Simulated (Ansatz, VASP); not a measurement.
# MgS: VASP beside Ansatz

```
CELL_PARAMETERS angstrom
0.00000 2.60440 2.60440
2.60440 0.00000 2.60440
2.60440 2.60440 0.00000
ATOMIC_POSITIONS crystal
Mg 0.00000 0.00000 0.00000
S 0.50000 0.50000 0.50000
```

Alike in both runs: task single point; functional PBE; k mesh 2 × 2 × 2; occupations gaussian, width 0.1 eV; no spin polarisation.

|  | VASP | Ansatz |
| --- | --- | --- |
| version | VASP 6.6.1 | Ansatz 0.2.0 |
| potentials or method | VASP PAW PBE potentials, release 64 (Mg, S), cutoff 600 eV | scalar-relativistic, plane waves, PAW |
| valence electrons in the cell | 8 | 16 |

```csv
,VASP,Ansatz,Ansatz less VASP
gap on the k mesh at the Fermi level (eV),2.43,2.46,+0.026
least direct gap on the mesh (eV),3.54,3.56,+0.018
pressure (GPa),7.5,7.8,+0.28
```

VASP's potentials hold 8 valence electrons a cell and Ansatz's 16, so a difference there can come from the potentials and not from the codes.

The k mesh is coarse, so the values compare programs but aren't converged.
